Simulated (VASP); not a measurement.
Wanted: the native input for a VASP 6.6.1 run.

```
Task                   : single point
Functional             : r2SCAN
Potentials or basis    : VASP PAW PBE potentials, release 64 (B, N)
Cutoff                 : 520 eV
k mesh                 : 7 × 7 × 7
Occupations            : gaussian, width 0.01 eV
Spin                   : no spin polarisation
Dipole correction      : no
Further INCAR settings : ALGO = Normal; EDIFF = 1e-06; NBANDS = 11
```

Crystal: BN (Qingsongite).

```
CELL_PARAMETERS angstrom
0.00000 1.80750 1.80750
1.80750 0.00000 1.80750
1.80750 1.80750 0.00000
ATOMIC_POSITIONS crystal
B 0.03492 0.99145 0.98015
N 0.28553 0.24083 0.23093
```

The input as run:

POSCAR

```
BN
1.0
    0.0000000000      1.8075000000      1.8075000000
    1.8075000000      0.0000000000      1.8075000000
    1.8075000000      1.8075000000      0.0000000000
B N
1 1
Direct
    0.0349214913     -0.0085525112     -0.0198472842
    0.2855336143      0.2408343804      0.2309294784
```

INCAR.step1

```
PREC = Accurate
ENCUT = 520
ISMEAR = 0
SIGMA = 0.01
LREAL = False
LASPH = True
NELM = 100
NBANDS = 11
GGA = PE
ALGO = Normal
EDIFF = 1E-4
LWAVE = True
LCHARG = False
```

INCAR.step2

```
PREC = Accurate
ENCUT = 520
EDIFF = 1E-6
ISMEAR = 0
SIGMA = 0.01
LREAL = False
LASPH = True
NELM = 100
ALGO = Normal
ISIF = 2
LWAVE = False
LCHARG = True
METAGGA = R2SCAN
LMIXTAU = True
LELF = True
LVHAR = True
NBANDS = 11
ISTART = 1
```

KPOINTS

```
Automatic mesh
0
Gamma
  7 7 7
```

Potentials or basis: VASP PAW PBE potentials, release 64 (B, N).

Launch:

```bash
$ cat potpaw_PBE.64/B/POTCAR potpaw_PBE.64/N/POTCAR > POTCAR
$ cp INCAR.step1 INCAR
$ mpirun -np 1 vasp_std > vasp.out
$ cp INCAR.step2 INCAR
$ mpirun -np 1 vasp_std > vasp.out
```

It gave:

| Quantity | Value |
| --- | --- |
| Pressure | -0.6 GPa |
| Largest force | 0.061 eV/Å |
| Band gap on the k mesh | 5.21 eV, indirect (least direct gap 9.48 eV) |

Caveat: the k points lie up to 0.43 Å⁻¹ apart; the PAW data sets were made with another functional, which shifts forces and pressure a little.

Run time: 31 s on 1 thread of Intel(R) Xeon(R) 6975P-C (Granite Rapids), with other jobs on the host, peak memory 0.13 GiB.
